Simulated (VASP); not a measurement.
## From an Ansatz input to VASP: ZnSe (strained zincblende)

Ansatz input

```yaml
crystal:
  lattice:
    - [0.0, 2.8324206844, 2.8890690981]
    - [2.8324206844, 0.0, 2.8890690981]
    - [2.8324206844, 2.8324206844, 0.0]
  atoms:
    - { symbol: Zn, position: [0.0, 0.0, 0.0] }
    - { symbol: Se, position: [0.25, 0.25, 0.25] }
kpoints:
  mp_grid: { grid: [8, 8, 8] }
  band_path:
    path:
      - [0.0, 0.0, 0.0]
      - [-0.5, -0.5, 0.0]
      - [-0.375, -0.375, 0.25]
      - [-0.375, 0.0, 0.375]
      - [0.0, 0.0, 0.5]
      - [-0.5, -0.25, 0.25]
    npoints: 1
hamiltonian:
  xc: pbe
scf:
  occupations: { method: fermi_dirac, width: 0.02 }
  n_extra_bands: 4
output:
  forces: true
  stress: true
  eigenvalues: true
```

Question: Write VASP inputs for this cell and level of theory.

Answer: 

INCAR

```
LREAL = .FALSE.
IBRION = -1
SIGMA = 0.02
GGA = PE
NSW = 0
LELF = .TRUE.
LCHARG = .TRUE.
ISMEAR = -1
LWAVE = .FALSE.
EDIFF = 1E-7
ENCUT = 520
NELM = 120
NBANDS = 16
LASPH = .TRUE.
PREC = Accurate
ISIF = 2
```

KPOINTS

```
KPOINTS created by Atomic Simulation Environment
0
Gamma
8 8 8
0 0 0
```

KPOINTS_OPT

```
special points
6
Reciprocal
0.0000000000 0.0000000000 0.0000000000 1
-0.5000000000 -0.5000000000 0.0000000000 1
-0.3750000000 -0.3750000000 0.2500000000 1
-0.3750000000 0.0000000000 0.3750000000 1
0.0000000000 0.0000000000 0.5000000000 1
-0.5000000000 -0.2500000000 0.2500000000 1
```

POSCAR

```
Zn Se
 1.0000000000000000
     0.0000000000000000    2.8324206844000002    2.8890690980999998
     2.8324206844000002    0.0000000000000000    2.8890690980999998
     2.8324206844000002    2.8324206844000002    0.0000000000000000
 Zn  Se
   1   1
Cartesian
  0.0000000000000000  0.0000000000000000  0.0000000000000000
  1.4162103422000001  1.4162103422000001  1.4445345490500001
```

VASP ran with the recommended PBE PAW datasets (18 valence electrons in the cell). Other inputs would serve too.

```json
{"": "gap between bands v and c", "Ansatz": "1.19 eV", "VASP": "1.19 eV"}
{"": "least direct gap", "Ansatz": "1.19 eV", "VASP": "1.19 eV"}
{"": "pressure", "Ansatz": "0.9 GPa", "VASP": "1.1 GPa"}
```

Each program uses its own PAW datasets. VASP's cell holds 18 valence electrons and Ansatz's 28. Ansatz's stress includes a Pulay correction; VASP's doesn't.

VASP's potentials hold 18 valence electrons a cell and Ansatz's 28, so a difference between the two programs can come from the potentials and not from the codes.
